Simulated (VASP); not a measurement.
# P (Cmce) in VASP: a series of runs, part 2 of 2

VASP 6.6.1. The steps go on from the part before.

**3. Relaxation of cell and atoms, LDA**

This run uses another cell than the first one, of 19.03 Å³/atom.

File INCAR:

```
SYSTEM = P
  ALGO = Normal
  EDIFF = 1E-7
  EDIFFG = -0.03
  ENCUT = 500
  GGA_COMPAT = .False.
  IBRION = 2
  ISIF = 3
  ISMEAR = -1
  LASPH = .True.
  LCHARG = .False.
  LREAL = .False.
  LWAVE = .False.
  NELM = 120
  NELMIN = 4
  NSW = 60
  PREC = Accurate
  SIGMA = 0.05
```

File KPOINTS:

```
k-points
0
Gamma
  7 7 5
  0 0 0
```

File POSCAR:

```
P
1.0
    1.6582000000     -5.2420000000      0.0000000000
    1.6582000000      5.2420000000      0.0000000000
    0.0000000000      0.0000000000      4.3793000000
P
4
Direct
    0.8983800000      0.1016200000      0.0806800000
    0.6016200000      0.3983800000      0.5806800000
    0.1016200000      0.8983800000      0.9193200000
    0.3983800000      0.6016200000      0.4193200000
```

Potentials or basis: VASP PAW LDA potentials, release 64 (P).

The run is started by

```sh
> cat potpaw_LDA.64/P/POTCAR > POTCAR
> mpirun -np 1 vasp_std > vasp.out
```

OUTCAR:

```text
SYSTEM = P
   EDIFF = 1E-7
   EDIFFG = -0.03
   ENCUT = 500
   IBRION = 2
   ISIF = 3
   ISMEAR = -1
   LASPH = .True.
   LREAL = .False.
   NELM = 120
   NELMIN = 4
   NSW = 60
   PREC = Accurate

 ion  position               nearest neighbor table
   1  0.898  0.102  0.081-   4 2.22   4 2.22   3 2.24
   2  0.602  0.398  0.581-   3 2.22   3 2.22   4 2.24
   3  0.102  0.898  0.919-   2 2.22   2 2.22   1 2.24
   4  0.398  0.602  0.419-   1 2.22   1 2.22   2 2.24

  LATTYP: Found a base centered orthorhombic cell.
 ALAT       =     3.3164000000
 B/A-ratio  =     3.1612591967
 C/A-ratio  =     1.3204981305

  Lattice vectors:

 A1 = (   1.6582000000,  -5.2420000000,   0.0000000000)
 A2 = (   1.6582000000,   5.2420000000,   0.0000000000)
 A3 = (   0.0000000000,   0.0000000000,   4.3793000000)

Analysis of symmetry for initial positions (statically):
=====================================================================
 Subroutine PRICEL returns:
 Original cell was already a primitive cell.

 Routine SETGRP: Setting up the symmetry group for a
 base centered orthorhombic supercell.

 Subroutine GETGRP returns: Found  8 space group operations
 (whereof  4 operations were pure point group operations)
 out of a pool of  8 trial point group operations.

The static configuration has the point symmetry C_2h.
 The point group associated with its full space group is D_2h.

Analysis of symmetry for dynamics (positions and initial velocities):
=====================================================================
 Subroutine PRICEL returns:
 Original cell was already a primitive cell.

 Routine SETGRP: Setting up the symmetry group for a
 base centered orthorhombic supercell.

 Subroutine GETGRP returns: Found  8 space group operations
 (whereof  4 operations were pure point group operations)
 out of a pool of  8 trial point group operations.

The dynamic configuration has the point symmetry C_2h.
 The point group associated with its full space group is D_2h.

 Subroutine INISYM returns: Found  8 space group operations
 (whereof  4 operations are pure point group operations),
 and found     1 'primitive' translations

----------------------------------------------------------------------------------------

                                     Primitive cell

  volume of cell :      76.1322

  direct lattice vectors                    reciprocal lattice vectors
     1.658200000 -5.242000000  0.000000000     0.301531781 -0.095383441  0.000000000
     1.658200000  5.242000000  0.000000000     0.301531781  0.095383441  0.000000000
     0.000000000  0.000000000  4.379300000     0.000000000  0.000000000  0.228346996

  length of vectors
     5.498017028  5.498017028  4.379300000     0.316258464  0.316258464  0.228346996

  position of ions in fractional coordinates (direct lattice)
     0.898380000  0.101620000  0.080680000
     0.601620000  0.398380000  0.580680000
     0.101620000  0.898380000  0.919320000
     0.398380000  0.601620000  0.419320000
[... 65 lines left out ...]
   dimension x,y,z NGXF=    80 NGYF=   80 NGZF=   64
   ions per type =               4
   NGX,Y,Z   is equivalent  to a cutoff of  12.09, 12.09, 12.15 a.u.
   NGXF,Y,Z  is equivalent  to a cutoff of  24.19, 24.19, 24.30 a.u.
 SYSTEM =  P
   PREC   = accura    normal or accurate (medium, high low for compatibility)
   ISTART =      0    job   : 0-new  1-cont  2-samecut
   ICHARG =      2    charge: 1-file 2-atom 10-const
   ISPIN  =      1    spin polarized calculation?
   LNONCOLLINEAR =      F non collinear calculations
   LSORBIT =      F    spin-orbit coupling
   LASPH  =      T    aspherical Exc in radial PAW
   ENCUT  =  500.0 eV  36.75 Ry    6.06 a.u.  10.02 10.02  7.98*2*pi/ulx,y,z
   NELM   =    120;   NELMIN=  4; NELMDL= -5     # of ELM steps
   EDIFF  = 0.1E-06   stopping-criterion for ELM
   LREAL  =      F    real-space projection
   EDIFFG = -.3E-01   stopping-criterion for IOM
   NSW    =     60    number of steps for IOM
   IBRION =      2    ionic relax: 0-MD 1-quasi-New 2-CG
   NFREE  =      1    steps in history (QN), initial steepest desc. (CG)
   ISIF   =      3    stress and relaxation
   ISYM   =      2    0-nonsym 1-usesym 2-fastsym
   POTIM  = 0.5000    time-step for ionic-motion
   TEBEG  =    0.0;   TEEND  =   0.0 temperature during run
   PSTRESS=    0.0 pullay stress
   NELECT =      20.0000    total number of electrons
   NUPDOWN=      -1.0000    fix difference up-down
   EMIN   =  10.00;   EMAX   =-10.00  energy-range for DOS
   EFERMI =   0.00;   METHOD = LEGACY
   ISMEAR =    -1;   SIGMA  =   0.05  broadening in eV -4-tet -1-fermi 0-gaus
   EFERMI_NEDOS =   21; number of points for ismear=-14 and -15
   IALGO  =     38    algorithm
   IMIX   =      4    mixing-type and parameters
     AMIX     =   0.40;   BMIX     =  1.00
     AMIX_MAG =   1.60;   BMIX_MAG =  1.00
  volume/ion in A,a.u.               =      19.03       128.44
  Fermi-wavevector in a.u.,A,eV,Ry     =   1.048484  1.981348 14.957149  1.099319
  Thomas-Fermi vector in A             =   2.183408
   LORBIT       =      0    0 simple, 1 ext, 2 COOP (PROOUT), +10 PAW based schemes
   GGA     = CA    functional components
   LHFCALC =     F    Hartree Fock is set to
   AEXX    =    0.0000 exact exchange contribution
   IVDW    =     0    specifies the selected vdW correction
   LEPSILON=     F    determine dielectric tensor
   LRPA    =     F    only Hartree local field effects (RPA)
 conjugate gradient relaxation of ions
 non-spin polarized calculation
  energy-cutoff  :      500.00
  volume of cell :       76.13
 maximum number of plane-waves:      1956
   NGX = 21   NGY = 21   NGZ = 15

--------------------------------------- Ionic step        1  -------------------------------------------

 number of electron      20.0000000 magnetization

 Free energy of the ion-electron system (eV)
  ---------------------------------------------------
  ext. energy  EPLUGINS =         0.00000000
  ---------------------------------------------------
  free energy    TOTEN  =       -24.06071229 eV

  energy without entropy =      -24.05831978  energy(sigma->0) =      -24.05951603

------------------------ aborting loop because EDIFF is reached ----------------------------------------

  FORCE on cell =-STRESS in cart. coord.  units (eV):
  Direction    XX          YY          ZZ          XY          YZ          ZX
  --------------------------------------------------------------------------------------
  -------------------------------------------------------------------------------------
  Total       -1.5148259     -0.8898673     -1.3459781      0.0000000      0.0000000      0.0000000
  in kB      -31.8789995    -18.7269563    -28.3256555      0.0000000      0.0000000      0.0000000
  external PRESSURE =     -26.3105371 kB  Pullay stress =       0.0000000 kB
[... 291 lines left out ...]
--------------------------------------- Ionic step        9  -------------------------------------------

 number of electron      19.9999998 magnetization

 Free energy of the ion-electron system (eV)
  ---------------------------------------------------
  ext. energy  EPLUGINS =         0.00000000
  ---------------------------------------------------
  free energy    TOTEN  =       -24.11291441 eV

  energy without entropy =      -24.11025136  energy(sigma->0) =      -24.11158288

 E-fermi :   7.5097     XC(G=0): -10.5259

 val. band max:        7.4141335472   @ k =   0.0000   0.0000   0.4000
 cond. band min:       7.5335928001   @ k =   0.4286   0.4286   0.0000
 fundamental gap:      0.1194592530
 Fermi energy:         7.5097483611

 k-point     1 :       0.0000    0.0000    0.0000
  band No.  band energies     occupation
      1      -8.5678      2.00000
      2      -5.1405      2.00000
      3      -1.5267      2.00000
      4       0.1052      2.00000
      5       2.3355      2.00000
      6       3.4100      2.00000
      7       3.4327      2.00000
      8       4.6236      2.00000
      9       4.8445      2.00000
     10       6.1761      2.00000
     11       8.5507      0.00000
     12       8.7141      0.00000
     13       9.3840      0.00000
     14      11.0581      0.00000
[... 377 lines left out ...]
      1      -7.1397      2.00000
      2      -4.8394      2.00000
      3      -2.8791      2.00000
      4      -0.1162      2.00000
      5       0.8668      2.00000
      6       1.9424      2.00000
      7       3.3444      2.00000
      8       4.5367      2.00000
      9       4.9751      2.00000
     10       6.3042      2.00000
     11       8.6203      0.00000
     12       9.0208      0.00000
     13       9.7393      0.00000
     14      11.2106      0.00000

 [... further k-points ...]

------------------------ aborting loop because EDIFF is reached ----------------------------------------

  FORCE on cell =-STRESS in cart. coord.  units (eV):
  Direction    XX          YY          ZZ          XY          YZ          ZX
  --------------------------------------------------------------------------------------
  -------------------------------------------------------------------------------------
  Total        0.0865914      0.0331356     -0.0962844      0.0000000      0.0000000      0.0000000
  in kB        2.0032007      0.7665572     -2.2274360      0.0000000      0.0000000      0.0000000
  external PRESSURE =       0.1807740 kB  Pullay stress =       0.0000000 kB
[... 19 lines left out ...]
  FREE ENERGIE OF THE ION-ELECTRON SYSTEM (eV)
  ---------------------------------------------------
  free  energy   TOTEN  =       -24.1129144101 eV

  energy  without entropy=      -24.1102513574  energy(sigma->0) =      -24.11158288

 reached required accuracy - stopping structural energy minimisation
```

Wall time 7.4 min (1 thread of Intel Xeon 8259CL, shared host); peak memory 0.2 GiB.

Results:

```yaml
Free_energy: -24.1129 eV
Relaxed_volume: 17.31 Å³/atom
Relaxed_cell: a = 5.340 Å, b = 5.340 Å, c = 4.123 Å, α = 90.00°, β = 90.00°, γ = 143.91°
Space_group_after_relaxing_to_0.1_Å: Cmce (No. 64)
Energy_gained_by_relaxing: 13.1 meV/atom
Ionic_steps: 9
Pressure_after_relaxing: 0.0 GPa
Largest_force_after_relaxing: 0.019 eV/Å
Band_gap_on_the_k_mesh: 0.12 eV (least direct gap 0.26 eV)
```

Forces on the atoms (eV/Å):
```
P    0.000 -0.017  0.009
P    0.000  0.017  0.009
P    0.000  0.017 -0.009
P    0.000 -0.017 -0.009
```

Step by step:
| step | energy change (eV) | largest force (eV/Å) | pressure (GPa) | volume (Å³) |
| --- | --- | --- | --- | --- |
| 1 | 0.0000 | 0.0578 | -2.63 | 76.13 |
| 2 | -0.0123 | 0.3763 | 1.52 | 72.74 |
| 3 | -0.0192 | 0.2078 | -0.12 | 73.98 |
| 4 | -0.0262 | 0.1448 | -0.11 | 73.40 |
| 5 | -0.0343 | 0.1256 | -0.08 | 71.82 |
| 6 | -0.0390 | 0.0858 | -0.08 | 71.41 |
| 7 | -0.0475 | 0.0616 | 0.01 | 70.19 |
| 8 | -0.0485 | 0.1214 | 0.07 | 69.63 |
| 9 | -0.0522 | 0.0194 | 0.02 | 69.26 |

Final structure:
```xyz
4
Lattice="1.6541 -5.0775 0.0000 1.6541 5.0775 0.0000 0.0000 0.0000 4.1231" Properties=species:S:1:pos:R:3 pbc="T T T"
P     1.6541   -3.9964    0.2937
P     1.6541   -1.0811    2.3552
P     1.6541    3.9964    3.8294
P     1.6541    1.0811    1.7678
```

A k mesh can miss the band edges. LDA usually gives volumes a few per cent too small.

The gap in the log of VASP goes by the Fermi energy; the results here count the filled bands.